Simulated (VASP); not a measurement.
Input of a VASP 6.6.1 run:

INCAR

```
PREC     = Accurate       # precision mode
ENCUT    = 520            # plane-wave cutoff, eV
EDIFF    = 1E-6           # SCF threshold, eV
ISMEAR   = 1              # smearing method
SIGMA    = 0.3            # smearing width, eV
LREAL    = F              # projectors in reciprocal space
LASPH    = T              # aspherical terms in the spheres
NELM     = 60             # most SCF steps
ALGO     = Normal         # electronic algorithm
ISIF     = 2              # what is computed and relaxed
LWAVE    = F              # write WAVECAR
LCHARG   = T              # write CHGCAR
GGA      = PE             # functional
LELF     = T              # ELF
LVHAR    = T            
NBANDS   = 14             # bands
```

File KPOINTS:

```
regular mesh
0
Gamma
  12 12 12
```

File POSCAR:

```
Rh
1.0
    0.0000000000      1.9350721950      1.9350721950
    1.9350721950      0.0000000000      1.9350721950
    1.9350721950      1.9350721950      0.0000000000
Rh
1
Direct
    0.0000000000      0.0000000000      0.0000000000
```

Potentials or basis: VASP PAW PBE potentials, release 64 (Rh_pv).

Launch:

```sh
$ cat potpaw_PBE.64/Rh_pv/POTCAR > POTCAR
$ mpirun -np 1 vasp_std > vasp.out
```

Q: Estimate the pressure.

A: -7.7 GPa.
